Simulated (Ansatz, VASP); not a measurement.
Two plane-wave programs on InF

```
In F
1.0
     0.00000    2.97414    2.97414
     2.97414    0.00000    2.97414
     2.97414    2.97414    0.00000
In F
1 1
Cartesian
  0.0000 0.0000 0.0000
  1.4871 1.4871 1.4871
```

Change from the starting cell: volume scaled by 0.97, PAW files.

Alike in both runs: task electric field gradients; functional PBE; k mesh 13 × 13 × 13; occupations fermi-dirac, width 0.05 eV; no spin polarisation.

|  | VASP | Ansatz |
| --- | --- | --- |
| version | VASP 6.6.1 | Ansatz 0.2.0 |
| potentials or method | VASP PAW PBE potentials, release 64 (In_d, F) | PAW with Ansatz's default frozen-core files, scalar-relativistic |
| plane-wave cutoff (eV) | 520 | 420 |
| valence electrons in the cell | 20 | 20 |

|  | VASP | Ansatz | Ansatz less VASP |
| --- | --- | --- | --- |
| pressure (GPa) | 0.6 | 0.7 | +0.11 |
